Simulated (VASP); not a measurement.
# LiOs2 (Immm) in VASP: a series of runs

Runs on LiOs2. Level: PBE. Tasks: relaxation of cell and atoms, single point.

Everything below comes from runs of VASP 6.6.1. Logs are shortened: lines on timing, memory, paths and dates and some standing lists are left out, and cuts for length are marked.

## 1. The cell of the first run

Symmetry: Immm, No. 71, orthorhombic system. Conventional cell: a = 2.761 Å, b = 3.707 Å, c = 7.941 Å, α = 90.00°, β = 90.00°, γ = 90.00°. Li (site symmetry mmm) has 10 Os at 2.56 to 2.71 Å and 2 Li at 2.76 Å within 3.4 Å. Os (site symmetry mm2) has 5 Li at 2.56 to 2.71 Å and 7 Os at 2.58 to 2.82 Å within 3.4 Å.

## 2. Relaxation of cell and atoms, PBE

Input file INCAR:

```
SYSTEM = LiOs2
PREC = Accurate
ENCUT = 600
EDIFF = 1E-7
ISMEAR = 0
SIGMA = 0.1
LREAL = .FALSE.
LASPH = .TRUE.
NELM = 100
ALGO = Normal
ISIF = 3
LWAVE = .FALSE.
LCHARG = .FALSE.
GGA = PE
IBRION = 2
NSW = 90
EDIFFG = -0.04
```

Input file KPOINTS:

```
regular mesh
0
G
  8 8 8
  0 0 0
```

Input file POSCAR:

```
LiOs2
1.0
   -1.3805008827      1.8535453479      3.9704713430
    1.3805008827     -1.8535453479      3.9704713430
    1.3805008827      1.8535453479     -3.9704713430
Li Os
1 2
Direct
    0.0000000000      0.0000000000      0.0000000000
    0.6774219508      0.6774219508      0.0000000000
    0.3225780492      0.3225780492      0.0000000000
```

Potentials or basis: VASP PAW PBE potentials, release 64 (Li_sv, Os).

Launch:

```console
$ cat potpaw_PBE.64/Li_sv/POTCAR potpaw_PBE.64/Os/POTCAR > POTCAR
$ mpirun -np 1 vasp_std > vasp.out
```

OUTCAR:

```text
SYSTEM = LiOs2
   PREC = Accurate
   ENCUT = 600
   EDIFF = 1E-7
   ISMEAR = 0
   LREAL = .FALSE.
   LASPH = .TRUE.
   NELM = 100
   ISIF = 3
   GGA = PE
   IBRION = 2
   NSW = 90
   EDIFFG = -0.04

 ion  position               nearest neighbor table
   1  0.000  0.000  0.000-   2 2.56   3 2.56   2 2.71   3 2.71   2 2.71   2 2.71   2 2.71   3 2.71
                             3 2.71   3 2.71
   2  0.677  0.677  0.000-   1 2.56   3 2.58   3 2.58   3 2.58   3 2.58   1 2.71   1 2.71   1 2.71
                             1 2.71   3 2.82
   3  0.323  0.323  0.000-   1 2.56   2 2.58   2 2.58   2 2.58   2 2.58   1 2.71   1 2.71   1 2.71
                             1 2.71   2 2.82

  LATTYP: Found a body centered orthorhombic cell.
 ALAT       =     2.7610017654
 B/A-ratio  =     1.3426614725
 C/A-ratio  =     2.8761092389

  Lattice vectors:

 A1 = (  -1.3805008827,   1.8535453479,   3.9704713430)
 A2 = (   1.3805008827,  -1.8535453479,   3.9704713430)
 A3 = (   1.3805008827,   1.8535453479,  -3.9704713430)

Analysis of symmetry for initial positions (statically):
=====================================================================
 Subroutine PRICEL returns:
 Original cell was already a primitive cell.

 Routine SETGRP: Setting up the symmetry group for a
 body centered orthorhombic supercell.

 Subroutine GETGRP returns: Found  8 space group operations
 (whereof  8 operations were pure point group operations)
 out of a pool of  8 trial point group operations.

The static configuration has the point symmetry D_2h.

Analysis of symmetry for dynamics (positions and initial velocities):
=====================================================================
 Subroutine PRICEL returns:
 Original cell was already a primitive cell.

 Routine SETGRP: Setting up the symmetry group for a
 body centered orthorhombic supercell.

 Subroutine GETGRP returns: Found  8 space group operations
 (whereof  8 operations were pure point group operations)
 out of a pool of  8 trial point group operations.

The dynamic configuration has the point symmetry D_2h.

 Subroutine INISYM returns: Found  8 space group operations
 (whereof  8 operations are pure point group operations),
 and found     1 'primitive' translations

----------------------------------------------------------------------------------------

                                     Primitive cell

  volume of cell :      40.6389

  direct lattice vectors                    reciprocal lattice vectors
    -1.380500883  1.853545348  3.970471343     0.000000000  0.269753314  0.125929633
     1.380500883 -1.853545348  3.970471343     0.362187382  0.000000000  0.125929633
     1.380500883  1.853545348 -3.970471343     0.362187382  0.269753314  0.000000000

  length of vectors
     4.594132751  4.594132751  4.594132751     0.297699719  0.383455306  0.451604417

  position of ions in fractional coordinates (direct lattice)
     0.000000000  0.000000000  0.000000000
     0.677421951  0.677421951  0.000000000
     0.322578049  0.322578049  0.000000000

  ion indices of the primitive-cell ions
   primitive index   ion index
                 1           1
                 2           2
                 3           3

----------------------------------------------------------------------------------------

 KPOINTS: regular mesh

Automatic generation of k-mesh.
 Grid dimensions read from file:
 generate k-points for:    8    8    8

 Generating k-lattice:

  Cartesian coordinates                     Fractional coordinates (reciprocal lattice)
     0.000000000  0.033719164  0.015741204     0.125000000  0.000000000 -0.000000000
     0.045273423  0.000000000  0.015741204     0.000000000  0.125000000  0.000000000
     0.045273423  0.033719164  0.000000000    -0.000000000  0.000000000  0.125000000

  Length of vectors
     0.037212465  0.047931913  0.056450552

  Shift w.r.t. Gamma in fractional coordinates (k-lattice)
     0.000000000  0.000000000  0.000000000

 Subroutine IBZKPT returns following result:
 ===========================================

 Found     95 irreducible k-points:

 Following reciprocal coordinates:
            Coordinates               Weight
  0.000000  0.000000  0.000000      1.000000
  0.125000 -0.000000  0.000000      4.000000
  0.250000 -0.000000  0.000000      4.000000
  0.375000 -0.000000  0.000000      4.000000
  0.500000 -0.000000  0.000000      2.000000
  0.000000  0.125000  0.000000      4.000000
[... 16 lines left out ...]
  0.125000  0.375000  0.000000      8.000000
  0.250000  0.375000  0.000000      8.000000
 [... further k-points ...]
   k-points           NKPTS =     95   k-points in BZ     NKDIM =     95   number of bands    NBANDS=     13
   number of dos      NEDOS =    301   number of ions     NIONS =      3
   total plane-waves  NPLWV =  64000
   dimension x,y,z NGX =    40 NGY =   40 NGZ =   40
   dimension x,y,z NGXF=    80 NGYF=   80 NGZF=   80
   ions per type =               1   2
   NGX,Y,Z   is equivalent  to a cutoff of  14.47, 14.47, 14.47 a.u.
   NGXF,Y,Z  is equivalent  to a cutoff of  28.95, 28.95, 28.95 a.u.
 SYSTEM =  LiOs2
   PREC   = accura    normal or accurate (medium, high low for compatibility)
   ISTART =      0    job   : 0-new  1-cont  2-samecut
   ICHARG =      2    charge: 1-file 2-atom 10-const
   ISPIN  =      1    spin polarized calculation?
   LNONCOLLINEAR =      F non collinear calculations
   LSORBIT =      F    spin-orbit coupling
   LASPH  =      T    aspherical Exc in radial PAW
   ENCUT  =  600.0 eV  44.10 Ry    6.64 a.u.   9.18  9.18  9.18*2*pi/ulx,y,z
   NELM   =    100;   NELMIN=  2; NELMDL= -5     # of ELM steps
   EDIFF  = 0.1E-06   stopping-criterion for ELM
   LREAL  =      F    real-space projection
   EDIFFG = -.4E-01   stopping-criterion for IOM
   NSW    =     90    number of steps for IOM
   IBRION =      2    ionic relax: 0-MD 1-quasi-New 2-CG
   NFREE  =      1    steps in history (QN), initial steepest desc. (CG)
   ISIF   =      3    stress and relaxation
   ISYM   =      2    0-nonsym 1-usesym 2-fastsym
   POTIM  = 0.5000    time-step for ionic-motion
   TEBEG  =    0.0;   TEEND  =   0.0 temperature during run
   PSTRESS=    0.0 pullay stress
   NELECT =      19.0000    total number of electrons
   NUPDOWN=      -1.0000    fix difference up-down
   EMIN   =  10.00;   EMAX   =-10.00  energy-range for DOS
   EFERMI =   0.00;   METHOD = LEGACY
   ISMEAR =     0;   SIGMA  =   0.10  broadening in eV -4-tet -1-fermi 0-gaus
   EFERMI_NEDOS =   21; number of points for ismear=-14 and -15
   IALGO  =     38    algorithm
   IMIX   =      4    mixing-type and parameters
     AMIX     =   0.40;   BMIX     =  1.00
     AMIX_MAG =   1.60;   BMIX_MAG =  1.00
  volume/ion in A,a.u.               =      13.55        91.41
  Fermi-wavevector in a.u.,A,eV,Ry     =   1.270609  2.401103 21.965900  1.614448
  Thomas-Fermi vector in A             =   2.403587
   LORBIT       =      0    0 simple, 1 ext, 2 COOP (PROOUT), +10 PAW based schemes
   GGA     = PE    functional components
   LHFCALC =     F    Hartree Fock is set to
   AEXX    =    0.0000 exact exchange contribution
   IVDW    =     0    specifies the selected vdW correction
   LEPSILON=     F    determine dielectric tensor
   LRPA    =     F    only Hartree local field effects (RPA)
 conjugate gradient relaxation of ions
 non-spin polarized calculation
 Gauss-broadening in eV      SIGMA  =   0.10
  energy-cutoff  :      600.00
  volume of cell :       40.64
 maximum number of plane-waves:      1382
 NGX is ok and might be reduce to    40
   NGX = 19   NGY = 19   NGZ = 19

--------------------------------------- Ionic step        1  -------------------------------------------

 number of electron      19.0000000 magnetization

 Free energy of the ion-electron system (eV)
  ---------------------------------------------------
  ext. energy  EPLUGINS =         0.00000000
  ---------------------------------------------------
  free energy    TOTEN  =       -23.74988648 eV

  energy without entropy =      -23.74137771  energy(sigma->0) =      -23.74563210

------------------------ aborting loop because EDIFF is reached ----------------------------------------

  FORCE on cell =-STRESS in cart. coord.  units (eV):
  Direction    XX          YY          ZZ          XY          YZ          ZX
  --------------------------------------------------------------------------------------
  -------------------------------------------------------------------------------------
  Total       -0.5198655      0.3430177     -0.0191350      0.0000000      0.0000000      0.0000000
  in kB      -20.4955521     13.5233768     -0.7543909      0.0000000      0.0000000      0.0000000
  external PRESSURE =      -2.5755221 kB  Pullay stress =       0.0000000 kB
[... 281 lines left out ...]
  energy  without entropy=      -23.7633135048  energy(sigma->0) =      -23.76714081

--------------------------------------- Ionic step        9  -------------------------------------------

 number of electron      18.9999999 magnetization

 Free energy of the ion-electron system (eV)
  ---------------------------------------------------
  ext. energy  EPLUGINS =         0.00000000
  ---------------------------------------------------
  free energy    TOTEN  =       -23.77149404 eV

  energy without entropy =      -23.76428519  energy(sigma->0) =      -23.76788961

 E-fermi :   6.7521     XC(G=0): -12.4478

 val. band max:        6.7509812700   @ k =  -0.3750   0.3750   0.3750
 cond. band min:       6.7848516092   @ k =   0.1250   0.3750   0.0000
 fundamental gap:      0.0338703392
 Fermi energy:         6.7521310959

 k-point     1 :       0.0000    0.0000    0.0000
  band No.  band energies     occupation
      1     -37.9118      2.00000
      2      -2.0441      2.00000
      3       0.9714      2.00000
      4       2.4868      2.00000
      5       3.4610      2.00000
      6       3.8214      2.00000
      7       4.4318      2.00000
      8       4.7640      2.00000
      9       4.9884      2.00000
     10       6.4800      1.99988
     11       6.9096      0.02598
     12       9.1926      0.00000
     13      13.1712      0.00000
[... 353 lines left out ...]
 k-point    24 :       0.2500    0.3750    0.0000
  band No.  band energies     occupation
      1     -37.8900      2.00000
      2       1.2386      2.00000
      3       1.6636      2.00000
      4       2.2383      2.00000
      5       2.5540      2.00000
      6       3.3235      2.00000
      7       4.2616      2.00000
      8       5.1783      2.00000
      9       6.4245      2.00000
     10       7.5399      0.00000
     11       8.3800      0.00000
     12       8.5444      0.00000
     13      10.2206      0.00000

 [... further k-points ...]

------------------------ aborting loop because EDIFF is reached ----------------------------------------

  FORCE on cell =-STRESS in cart. coord.  units (eV):
  Direction    XX          YY          ZZ          XY          YZ          ZX
  --------------------------------------------------------------------------------------
  -------------------------------------------------------------------------------------
  Total       -0.0975279     -0.1082900     -0.1040670     -0.0000000      0.0000000      0.0000000
  in kB       -3.8845042     -4.3131571     -4.1449541     -0.0000000      0.0000000      0.0000000
  external PRESSURE =      -4.1142051 kB  Pullay stress =       0.0000000 kB
[... 18 lines left out ...]
  FREE ENERGIE OF THE ION-ELECTRON SYSTEM (eV)
  ---------------------------------------------------
  free  energy   TOTEN  =       -23.7714940377 eV

  energy  without entropy=      -23.7642851870  energy(sigma->0) =      -23.76788961

 reached required accuracy - stopping structural energy minimisation
```

It took 16 min on 1 thread of Oxide Virtual Turin-like, shared host; peak memory 0.25 GiB.

Results:

| Item | Value |
| --- | --- |
| Free energy | -23.7715 eV |
| Relaxed volume | 13.41 Å³/atom |
| Relaxed cell | a = 4.540 Å, b = 4.540 Å, c = 4.540 Å, α = 144.95°, β = 130.84°, γ = 61.80° |
| Space group after relaxing (to 0.1 Å) | Immm (No. 71) |
| Energy gained by relaxing | 7.2 meV/atom |
| Ionic steps | 9 |
| Pressure after relaxing | -0.4 GPa |
| Largest force after relaxing | 0.004 eV/Å |
| Band gap on the k mesh | zero (an odd number of electrons rules out a gap without spin polarisation) |

Forces in eV/Å, atoms in the order of the input:
```
Li   0.000  0.000  0.000
Os   0.000  0.000 -0.004
Os   0.000  0.000  0.004
```

The path:
```tsv
step	energy change (eV)	largest force (eV/Å)	pressure (GPa)	volume (Å³)
1	0.0000	0.5315	-0.26	40.64
2	-0.0143	0.0850	-1.50	40.51
3	-0.0147	0.0005	-1.36	40.53
4	-0.0173	0.0020	2.02	39.83
5	-0.0182	0.0036	0.87	40.06
6	-0.0200	0.0597	-0.13	40.12
7	-0.0202	0.0473	0.07	40.11
8	-0.0211	0.0305	-0.10	40.15
9	-0.0216	0.0037	-0.41	40.23
```

Final structure:
```
CELL_PARAMETERS angstrom
-1.36713 1.88833 3.89542
1.36713 -1.88833 3.89542
1.36713 1.88833 -3.89542
ATOMIC_POSITIONS crystal
Li 0.00000 0.00000 0.00000
Os 0.67403 0.67403 0.00000
Os 0.32597 0.32597 0.00000
```

Caveat: the cutoff is under 1.25 times the usual one of these potentials, so pressure, stress and relaxed cells hold a basis-set (Pulay) error; spin-orbit coupling is left out, which moves the levels of the heavy elements.

(Continued in part 2 of 2.)

The gap in the log of VASP goes by the Fermi energy; the results here count the filled bands.